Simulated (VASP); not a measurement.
Wanted: the native input for a VASP 6.6.1 run.

| Quantity | Value |
| --- | --- |
| Task | single point |
| Functional | PBE |
| Potentials or basis | VASP PAW PBE potentials, release 64 (Ni, O) |
| Cutoff | 520 eV |
| k mesh | 9 × 9 × 9 |
| Occupations | fermi-dirac, width 0.05 eV |
| Spin | collinear spin, ferromagnetic start |
| Starting moments | [1.0, 0.0] μB |
| Dipole correction | no |
| Further INCAR settings | ALGO = Normal; EDIFF = 1e-07; NBANDS = 19 |

The structure of NiO lies in POSCAR:

```
NiO
1.0
    0.0000000000      2.0859016414      2.0859016414
    2.0859016414      0.0000000000      2.0859016414
    2.0859016414      2.0859016414      0.0000000000
Ni O
1 1
Direct
    0.0000000000      0.0000000000      0.0000000000
    0.5000000000      0.5000000000      0.5000000000
```

These files were run (other wordings do the same):

INCAR

```
PREC     = Accurate       # precision mode
ENCUT    = 520            # plane-wave cutoff, eV
EDIFF    = 1E-7           # SCF threshold, eV
ISMEAR   = -1             # smearing method
SIGMA    = 0.05           # smearing width, eV
LREAL    = F              # projectors in reciprocal space
LASPH    = T              # aspherical terms in the spheres
NELM     = 150            # most SCF steps
ALGO     = Normal         # electronic algorithm
ISIF     = 2              # what is computed and relaxed
LWAVE    = F              # write WAVECAR
LCHARG   = T              # write CHGCAR
ISPIN    = 2              # spin polarisation
MAGMOM   = 1 0            # initial moments
LORBIT   = 11             # projections on sites
LMAXMIX  = 4              # l up to which the mixer works
GGA      = PE             # functional
LELF     = T              # ELF
LVHAR    = T            
NBANDS   = 19             # bands
```

KPOINTS

```
Automatic mesh
0
Gamma
  9 9 9
```

Potentials or basis: VASP PAW PBE potentials, release 64 (Ni, O).

The run is started by

```bash
$ cat potpaw_PBE.64/Ni/POTCAR potpaw_PBE.64/O/POTCAR > POTCAR
$ mpirun -np 1 vasp_std > vasp.out
```

Results of the run:

The pressure is 5.7 GPa. The net moment is 1.73 μB per cell, the site moments are Ni +1.42; O +0.26 μB and the valence electrons inside the program's atomic spheres are Ni 8.99; O 4.98.

Caveat: the cell stands under pressure; a cell with one magnetic atom can't hold antiferromagnetic order, which such compounds often take.

It took 14 s on 1 thread of Intel(R) Xeon(R) 6975P-C (Granite Rapids), on a shared host, peak memory 0.15 GiB.
